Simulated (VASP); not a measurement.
# ScAl3 (Pm-3m) in VASP: further runs, part 2 of 2

VASP 6.6.1.

### 5 Single point, PBE

This run uses another cell than the first one, of 17.30 Å³/atom, 1.013 times its volume.

The input, INCAR:

```
SYSTEM = ScAl3
PREC = Accurate
ENCUT = 520
EDIFF = 1E-7
ISMEAR = 0
SIGMA = 0.1
LREAL = .FALSE.
LASPH = .TRUE.
NELM = 60
ALGO = Normal
ISIF = 2
LWAVE = .FALSE.
LCHARG = .FALSE.
GGA = PE
NBANDS = 18
```

The input, KPOINTS:

```
regular mesh
0
G
  12 12 12
  0 0 0
```

The input, POSCAR:

```
ScAl3
1.0
    4.1059087769      0.0000000000      0.0000000000
    0.0000000000      4.1059087769      0.0000000000
    0.0000000000      0.0000000000      4.1059087769
Sc Al
1 3
Direct
    0.0000000000      0.0000000000      0.0000000000
    0.5000000000      0.0000000000      0.5000000000
    0.0000000000      0.5000000000      0.5000000000
    0.5000000000      0.5000000000      0.0000000000
```

Potentials or basis: VASP PAW PBE potentials, release 64 (Sc_sv, Al).

The run is started by

```sh
$ cat potpaw_PBE.64/Sc_sv/POTCAR potpaw_PBE.64/Al/POTCAR > POTCAR
$ mpirun -np 1 vasp_std > vasp.out
```

OUTCAR:

```text
SYSTEM = ScAl3
   PREC = Accurate
   ENCUT = 520
   EDIFF = 1E-7
   ISMEAR = 0
   LREAL = .FALSE.
   LASPH = .TRUE.
   NELM = 60
   ISIF = 2
   GGA = PE

 ion  position               nearest neighbor table
   1  0.000  0.000  0.000-   2 2.90   3 2.90   4 2.90   2 2.90   3 2.90   3 2.90   4 2.90   3 2.90
                             2 2.90   4 2.90   2 2.90   4 2.90
   2  0.500  0.000  0.500-   1 2.90   3 2.90   4 2.90   1 2.90   4 2.90   3 2.90   4 2.90   4 2.90
                             1 2.90   3 2.90   1 2.90   3 2.90
   3  0.000  0.500  0.500-   1 2.90   2 2.90   4 2.90   1 2.90   4 2.90   1 2.90   2 2.90   1 2.90
                             2 2.90   4 2.90   4 2.90   2 2.90
   4  0.500  0.500  0.000-   1 2.90   2 2.90   3 2.90   2 2.90   3 2.90   1 2.90   2 2.90   2 2.90
                             1 2.90   3 2.90   3 2.90   1 2.90

  LATTYP: Found a simple cubic cell.
 ALAT       =     4.1059087769

  Lattice vectors:

 A1 = (   4.1059087769,   0.0000000000,   0.0000000000)
 A2 = (   0.0000000000,   4.1059087769,   0.0000000000)
 A3 = (   0.0000000000,   0.0000000000,   4.1059087769)

Analysis of symmetry for initial positions (statically):
=====================================================================
 Subroutine PRICEL returns:
 Original cell was already a primitive cell.

[... 173 lines left out ...]

 E-fermi :   7.1765     XC(G=0): -10.3653

 val. band max:        7.1443377199   @ k =   0.2500   0.0833   0.0000
 cond. band min:       7.1842045505   @ k =   0.5000   0.2500   0.2500
 fundamental gap:      0.0398668306
 Fermi energy:         7.1765483818

 k-point     1 :       0.0000    0.0000    0.0000
  band No.  band energies     occupation
      1     -41.8610      2.00000
      2     -20.5594      2.00000
      3     -20.5594      2.00000
      4     -20.5594      2.00000
      5      -2.8076      2.00000
      6       4.5497      2.00000
[... 481 lines left out ...]
      5      -0.4623      2.00000
      6       1.2239      2.00000
[... 10 lines left out ...]
     17      11.4988      0.00000
     18      13.0126      0.00000

 [... further k-points ...]
[... 5 lines left out ...]
  --------------------------------------------------------------------------------------
  -------------------------------------------------------------------------------------
  Total        0.0037375      0.0037375      0.0037375     -0.0000000     -0.0000000     -0.0000000
  in kB        0.0865097      0.0865097      0.0865097     -0.0000000     -0.0000000     -0.0000000
  external PRESSURE =       0.0865097 kB  Pullay stress =       0.0000000 kB

 VOLUME and BASIS-vectors are now :
 -----------------------------------------------------------------------------
  energy-cutoff  :      520.00
  volume of cell :       69.22
      direct lattice vectors                 reciprocal lattice vectors
     4.105908777  0.000000000  0.000000000     0.243551441  0.000000000  0.000000000
     0.000000000  4.105908777  0.000000000     0.000000000  0.243551441  0.000000000
     0.000000000  0.000000000  4.105908777     0.000000000  0.000000000  0.243551441

 POSITION                                       TOTAL-FORCE (eV/Angst)
 -----------------------------------------------------------------------------------
      0.00000      0.00000      0.00000         0.000000      0.000000      0.000000
      2.05295      0.00000      2.05295         0.000000      0.000000      0.000000
      0.00000      2.05295      2.05295         0.000000      0.000000      0.000000
      2.05295      2.05295      0.00000         0.000000      0.000000      0.000000
 -----------------------------------------------------------------------------------
    total drift:                                0.000000      0.000000      0.000000

  FREE ENERGIE OF THE ION-ELECTRON SYSTEM (eV)
  ---------------------------------------------------
  free  energy   TOTEN  =       -19.3026883722 eV

  energy  without entropy=      -19.2959406434  energy(sigma->0) =      -19.29931451
```

Wall time 51 s (1 thread of Intel Xeon Platinum 8488C (Sapphire Rapids), shared host); peak memory 0.24 GiB.

What came out:

```yaml
Free_energy: -19.3027 eV
Pressure: 0.0 GPa
Band_gap_on_the_k_mesh: zero (band 10 reaches 8.07 eV, above the bottom of band 11 at 4.21 eV)
```

### 6 Single point, PBE

This run uses another cell than the first one, of 17.30 Å³/atom, 1.013 times its volume.

The input, INCAR:

```
ALGO = Normal
EDIFF = 1E-6
ENCUT = 520
GGA = PE
ISIF = 2
ISMEAR = 0
LASPH = True
LCHARG = True
LELF = True
LREAL = False
LVHAR = True
LWAVE = False
NBANDS = 18
NELM = 80
PREC = Accurate
SIGMA = 0.1
```

The input, KPOINTS:

```
k-points
0
Gamma
  12 12 12
```

POSCAR is that of step 5.

Potentials or basis: VASP PAW PBE potentials, release 64 (Sc_sv, Al).

The run is started by

```sh
$ cat potpaw_PBE.64/Sc_sv/POTCAR potpaw_PBE.64/Al/POTCAR > POTCAR
$ mpirun -np 1 vasp_std > vasp.out
```

Run time: 50 s. Hardware: 1 thread of Intel Xeon Platinum 8488C (Sapphire Rapids), shared host; peak memory 0.23 GiB.

Results (log left out):

```
Free energy            : -19.3027 eV
Pressure               : 0.0 GPa
Band gap on the k mesh : zero (band 10 reaches 8.07 eV, above the bottom of band 11 at 4.21 eV)
```

Levels at points of the mesh, in eV from the Fermi level:
```
           k point  band 6  band 7  band 8  band 9  band 10  band 11  band 12  band 13  band 14  band 15
(0.00, 0.00, 0.00)   -2.63   -2.63   -1.83   -1.83    -1.83     1.24     1.28     1.28     1.28     4.65
(0.50, 0.00, 0.00)   -7.31   -1.72   -1.72   -1.47     0.77     0.96     0.96     1.34     1.61     2.13
(0.50, 0.50, 0.00)   -5.64   -5.64   -4.35   -0.55    -0.55     1.18     1.34     2.04     2.46     3.37
(0.50, 0.50, 0.50)   -4.80   -4.80   -4.45   -2.97    -2.97    -2.97     0.91     2.56     2.56     3.95
```

### 7 The runs side by side

```tsv
spin	cell	k mesh	smearing	gap on the mesh (eV)	pressure (GPa)
off	a = 4.088 Å, 4 atoms	4 × 4 × 4	gaussian 0.1 eV	none	1.4
collinear, ferromagnetic start	a = 4.088 Å, 4 atoms	4 × 4 × 4	gaussian 0.1 eV	none	1.4
off	a = 4.106, b = 4.106, c = 8.212 Å, 8 atoms	6 × 6 × 4	gaussian 0.2 eV	none	0.0
off	a = 4.106 Å, 4 atoms	12 × 12 × 12	gaussian 0.1 eV	none	0.0
```

Alike in all rows: task single point; level PBE; potentials or basis VASP PAW PBE potentials, release 64 (Sc_sv, Al); cutoff (eV) 520.

Caveats: some runs use coarse meshes.

Total energies depend on the potentials used, so only differences within one code and one set of settings carry meaning.
